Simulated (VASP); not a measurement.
# Si (Fd-3m) in VASP: further runs

Runs on Si. Level: PBE. Tasks: single point.

Everything below comes from runs of VASP 6.6.1. Logs are shortened: lines on timing, memory, paths and dates and some standing lists are left out, and cuts for length are marked.

## (1) The cell of the first run

Symmetry: Fd-3m, No. 227, cubic system. Conventional cell: a = 5.391 Å, b = 5.391 Å, c = 5.391 Å, α = 90.00°, β = 90.00°, γ = 90.00°. Within 3.1 Å of Si (site symmetry -43m) lie 4 Si at 2.33 Å.

## (2) Single point, PBE

Input file INCAR:

```
SYSTEM = Si
  PREC = Accurate
  ENCUT = 500
  EDIFF = 1E-6
  ISMEAR = 0
  SIGMA = 0.01
  LREAL = .FALSE.
  LASPH = .TRUE.
  NELM = 120
  ALGO = Normal
  ISIF = 2
  LWAVE = .FALSE.
  LCHARG = .TRUE.
  GGA = PE
  LELF = .TRUE.
  LVHAR = .TRUE.
  NBANDS = 11
  GGA_COMPAT = .FALSE.
```

Input file KPOINTS:

```
Automatic mesh
0
G
  6 6 6
  0 0 0
```

Input file POSCAR:

```
Si
1.0
    0.0000000000      2.6953476392      2.6953476392
    2.6953476392      0.0000000000      2.6953476392
    2.6953476392      2.6953476392      0.0000000000
Si
2
Direct
    0.7500000000      0.7500000000      0.7500000000
    0.5000000000      0.5000000000      0.5000000000
```

Potentials or basis: VASP PAW PBE potentials, release 64 (Si).

Started as:

```
cat potpaw_PBE.64/Si/POTCAR > POTCAR
mpirun -np 1 vasp_std > vasp.out
```

OUTCAR:

```text
SYSTEM = Si
   PREC = Accurate
   ENCUT = 500
   EDIFF = 1E-6
   ISMEAR = 0
   LREAL = .FALSE.
   LASPH = .TRUE.
   NELM = 120
   ISIF = 2
   GGA = PE

 ion  position               nearest neighbor table
   1  0.750  0.750  0.750-   2 2.33   2 2.33   2 2.33   2 2.33
   2  0.500  0.500  0.500-   1 2.33   1 2.33   1 2.33   1 2.33

  LATTYP: Found a face centered cubic cell.
 ALAT       =     5.3906952784

  Lattice vectors:

 A1 = (   0.0000000000,   2.6953476392,   2.6953476392)
 A2 = (   2.6953476392,   0.0000000000,   2.6953476392)
 A3 = (   2.6953476392,   2.6953476392,   0.0000000000)

Analysis of symmetry for initial positions (statically):
=====================================================================
 Subroutine PRICEL returns:
 Original cell was already a primitive cell.

 Routine SETGRP: Setting up the symmetry group for a
 face centered cubic supercell.

 Subroutine GETGRP returns: Found 48 space group operations
 (whereof 24 operations were pure point group operations)
 out of a pool of 48 trial point group operations.

The static configuration has the point symmetry T_d .
 The point group associated with its full space group is O_h .

Analysis of symmetry for dynamics (positions and initial velocities):
=====================================================================
 Subroutine PRICEL returns:
 Original cell was already a primitive cell.

 Routine SETGRP: Setting up the symmetry group for a
 face centered cubic supercell.

 Subroutine GETGRP returns: Found 48 space group operations
 (whereof 24 operations were pure point group operations)
 out of a pool of 48 trial point group operations.

The dynamic configuration has the point symmetry T_d .
 The point group associated with its full space group is O_h .

 Subroutine INISYM returns: Found 48 space group operations
 (whereof 24 operations are pure point group operations),
 and found     1 'primitive' translations

----------------------------------------------------------------------------------------

                                     Primitive cell

  volume of cell :      39.1629

  direct lattice vectors                    reciprocal lattice vectors
     0.000000000  2.695347639  2.695347639    -0.185504828  0.185504828  0.185504828
     2.695347639  0.000000000  2.695347639     0.185504828 -0.185504828  0.185504828
     2.695347639  2.695347639  0.000000000     0.185504828  0.185504828 -0.185504828

  length of vectors
     3.811797187  3.811797187  3.811797187     0.321303787  0.321303787  0.321303787

  position of ions in fractional coordinates (direct lattice)
     0.750000000  0.750000000  0.750000000
     0.500000000  0.500000000  0.500000000

  ion indices of the primitive-cell ions
   primitive index   ion index
                 1           1
                 2           2

----------------------------------------------------------------------------------------

 KPOINTS: Automatic mesh

Automatic generation of k-mesh.
 Grid dimensions read from file:
 generate k-points for:    6    6    6

 Generating k-lattice:

  Cartesian coordinates                     Fractional coordinates (reciprocal lattice)
    -0.030917471  0.030917471  0.030917471     0.166666667  0.000000000  0.000000000
     0.030917471 -0.030917471  0.030917471     0.000000000  0.166666667  0.000000000
     0.030917471  0.030917471 -0.030917471     0.000000000  0.000000000  0.166666667

  Length of vectors
     0.053550631  0.053550631  0.053550631

  Shift w.r.t. Gamma in fractional coordinates (k-lattice)
     0.000000000  0.000000000  0.000000000

 Subroutine IBZKPT returns following result:
 ===========================================

 Found     16 irreducible k-points:

 Following reciprocal coordinates:
            Coordinates               Weight
  0.000000  0.000000  0.000000      1.000000
  0.166667  0.000000  0.000000      8.000000
  0.333333  0.000000  0.000000      8.000000
  0.500000  0.000000  0.000000      4.000000
  0.166667  0.166667  0.000000      6.000000
  0.333333  0.166667  0.000000     24.000000
[... 8 lines left out ...]
 -0.333333  0.333333  0.166667     24.000000
 -0.333333  0.500000  0.166667     12.000000
   k-points           NKPTS =     16   k-points in BZ     NKDIM =     16   number of bands    NBANDS=     11
   number of dos      NEDOS =    301   number of ions     NIONS =      2
   total plane-waves  NPLWV =  21952
   dimension x,y,z NGX =    28 NGY =   28 NGZ =   28
   dimension x,y,z NGXF=    56 NGYF=   56 NGZF=   56
   ions per type =               2
   NGX,Y,Z   is equivalent  to a cutoff of  12.21, 12.21, 12.21 a.u.
   NGXF,Y,Z  is equivalent  to a cutoff of  24.42, 24.42, 24.42 a.u.
 SYSTEM =  Si
   PREC   = accura    normal or accurate (medium, high low for compatibility)
   ISTART =      0    job   : 0-new  1-cont  2-samecut
   ICHARG =      2    charge: 1-file 2-atom 10-const
   ISPIN  =      1    spin polarized calculation?
   LNONCOLLINEAR =      F non collinear calculations
   LSORBIT =      F    spin-orbit coupling
   LASPH  =      T    aspherical Exc in radial PAW
   ENCUT  =  500.0 eV  36.75 Ry    6.06 a.u.   6.95  6.95  6.95*2*pi/ulx,y,z
   NELM   =    120;   NELMIN=  2; NELMDL= -5     # of ELM steps
   EDIFF  = 0.1E-05   stopping-criterion for ELM
   LREAL  =      F    real-space projection
   EDIFFG = 0.1E-04   stopping-criterion for IOM
   NSW    =      0    number of steps for IOM
   IBRION =     -1    ionic relax: 0-MD 1-quasi-New 2-CG
   NFREE  =      0    steps in history (QN), initial steepest desc. (CG)
   ISIF   =      2    stress and relaxation
   ISYM   =      2    0-nonsym 1-usesym 2-fastsym
   POTIM  = 0.5000    time-step for ionic-motion
   TEBEG  =    0.0;   TEEND  =   0.0 temperature during run
   PSTRESS=    0.0 pullay stress
   NELECT =       8.0000    total number of electrons
   NUPDOWN=      -1.0000    fix difference up-down
   EMIN   =  10.00;   EMAX   =-10.00  energy-range for DOS
   EFERMI =   0.00;   METHOD = LEGACY
   ISMEAR =     0;   SIGMA  =   0.01  broadening in eV -4-tet -1-fermi 0-gaus
   EFERMI_NEDOS =   21; number of points for ismear=-14 and -15
   IALGO  =     38    algorithm
   IMIX   =      4    mixing-type and parameters
     AMIX     =   0.40;   BMIX     =  1.00
     AMIX_MAG =   1.60;   BMIX_MAG =  1.00
  volume/ion in A,a.u.               =      19.58       132.14
  Fermi-wavevector in a.u.,A,eV,Ry     =   0.964155  1.821988 12.647897  0.929594
  Thomas-Fermi vector in A             =   2.093762
   LORBIT       =      0    0 simple, 1 ext, 2 COOP (PROOUT), +10 PAW based schemes
   GGA     = PE    functional components
   LHFCALC =     F    Hartree Fock is set to
   AEXX    =    0.0000 exact exchange contribution
   IVDW    =     0    specifies the selected vdW correction
   LEPSILON=     F    determine dielectric tensor
   LRPA    =     F    only Hartree local field effects (RPA)
 non-spin polarized calculation
 Gauss-broadening in eV      SIGMA  =   0.01
  energy-cutoff  :      500.00
  volume of cell :       39.16
 maximum number of plane-waves:      1018
   NGX = 13   NGY = 13   NGZ = 13

 number of electron       8.0000001 magnetization

 Free energy of the ion-electron system (eV)
  ---------------------------------------------------
  ext. energy  EPLUGINS =         0.00000000
  ---------------------------------------------------
  free energy    TOTEN  =       -10.80370173 eV

  energy without entropy =      -10.80370173  energy(sigma->0) =      -10.80370173

 E-fermi :   6.1112     XC(G=0):  -9.4916

 val. band max:        6.0607186907   @ k =   0.0000   0.0000   0.0000
 cond. band min:       6.7228093849   @ k =   0.5000   0.5000   0.0000
 fundamental gap:      0.6620906942
 Fermi energy:         6.1111539553

 k-point     1 :       0.0000    0.0000    0.0000
  band No.  band energies     occupation
      1      -6.0525      2.00000
      2       6.0607      2.00000
      3       6.0607      2.00000
      4       6.0607      2.00000
      5       8.6318      0.00000
      6       8.6318      0.00000
      7       8.6318      0.00000
      8       9.6931      0.00000
      9      13.7874      0.00000
     10      13.7874      0.00000
     11      14.1083      0.00000

 k-point     2 :       0.1667    0.0000    0.0000
  band No.  band energies     occupation
      1      -5.6842      2.00000
      2       3.6631      2.00000
      3       5.6012      2.00000
      4       5.6012      2.00000
      5       8.4826      0.00000
      6       9.2914      0.00000
      7       9.2914      0.00000
      8      11.7180      0.00000
      9      13.1413      0.00000
     10      13.1413      0.00000
     11      15.2441      0.00000

 k-point     3 :       0.3333    0.0000    0.0000
  band No.  band energies     occupation
      1      -4.6467      2.00000
      2       0.6612      2.00000
      3       5.0438      2.00000
      4       5.0438      2.00000
      5       7.9029      0.00000
      6       9.5685      0.00000
      7       9.5685      0.00000
      8      14.0128      0.00000
      9      14.0746      0.00000
     10      14.0746      0.00000
     11      15.3487      0.00000

 k-point     4 :       0.5000    0.0000    0.0000
  band No.  band energies     occupation
      1      -3.6637      2.00000
      2      -1.0129      2.00000
      3       4.8437      2.00000
      4       4.8437      2.00000
      5       7.6783      0.00000
      6       9.3863      0.00000
      7       9.3863      0.00000
      8      13.8148      0.00000
      9      16.6638      0.00000
     10      16.6638      0.00000
     11      17.5370      0.00000
[... 127 lines left out ...]
 k-point    14 :       0.5000    0.3333    0.1667
  band No.  band energies     occupation
      1      -3.7157      2.00000
      2       0.3837      2.00000
      3       2.4104      2.00000
      4       3.7141      2.00000
      5       8.9215      0.00000
      6       9.7610      0.00000
      7      10.3616      0.00000
      8      13.2137      0.00000
      9      15.1669      0.00000
     10      16.0955      0.00000
     11      19.3126      0.00000

 k-point    15 :      -0.3333    0.3333    0.1667
  band No.  band energies     occupation
      1      -2.7040      2.00000
      2      -0.8459      2.00000
      3       1.9650      2.00000
      4       3.2336      2.00000
      5       9.4015      0.00000
      6       9.6602      0.00000
      7      12.2025      0.00000
      8      12.6680      0.00000
      9      13.7145      0.00000
     10      17.2819      0.00000
     11      18.1874      0.00000

 k-point    16 :      -0.3333    0.5000    0.1667
  band No.  band energies     occupation
      1      -1.6987      2.00000
      2      -1.6987      2.00000
      3       2.3291      2.00000
      4       2.3291      2.00000
      5       8.8037      0.00000
      6       8.8037      0.00000
      7      12.9053      0.00000
      8      12.9053      0.00000
      9      16.7700      0.00000
     10      16.7700      0.00000
     11      19.1981      0.00000

------------------------ aborting loop because EDIFF is reached ----------------------------------------

  FORCE on cell =-STRESS in cart. coord.  units (eV):
  Direction    XX          YY          ZZ          XY          YZ          ZX
  --------------------------------------------------------------------------------------
  -------------------------------------------------------------------------------------
  Total        1.0491999      1.0491999      1.0491999      0.0000000      0.0000000      0.0000000
  in kB       42.9234352     42.9234352     42.9234352      0.0000000      0.0000000      0.0000000
  external PRESSURE =      42.9234352 kB  Pullay stress =       0.0000000 kB

 VOLUME and BASIS-vectors are now :
 -----------------------------------------------------------------------------
  energy-cutoff  :      500.00
  volume of cell :       39.16
      direct lattice vectors                 reciprocal lattice vectors
     0.000000000  2.695347639  2.695347639    -0.185504828  0.185504828  0.185504828
     2.695347639  0.000000000  2.695347639     0.185504828 -0.185504828  0.185504828
     2.695347639  2.695347639  0.000000000     0.185504828  0.185504828 -0.185504828

 POSITION                                       TOTAL-FORCE (eV/Angst)
 -----------------------------------------------------------------------------------
      4.04302      4.04302      4.04302        -0.000000     -0.000000     -0.000000
      2.69535      2.69535      2.69535         0.000000      0.000000      0.000000
 -----------------------------------------------------------------------------------
    total drift:                                0.000000      0.000000     -0.000000

  FREE ENERGIE OF THE ION-ELECTRON SYSTEM (eV)
  ---------------------------------------------------
  free  energy   TOTEN  =       -10.8037017282 eV

  energy  without entropy=      -10.8037017282  energy(sigma->0) =      -10.80370173
```

Run time: 10 s. Hardware: 1 thread of Intel Xeon Platinum 8375C at 2.90GHz (Ice Lake), shared host; peak memory 0.14 GiB.

What came out:

```
Free energy            : -10.8037 eV
Pressure               : 4.3 GPa
Band gap on the k mesh : 0.66 eV, indirect (least direct gap 2.57 eV)
```

(Continued in part 2 of 3.)
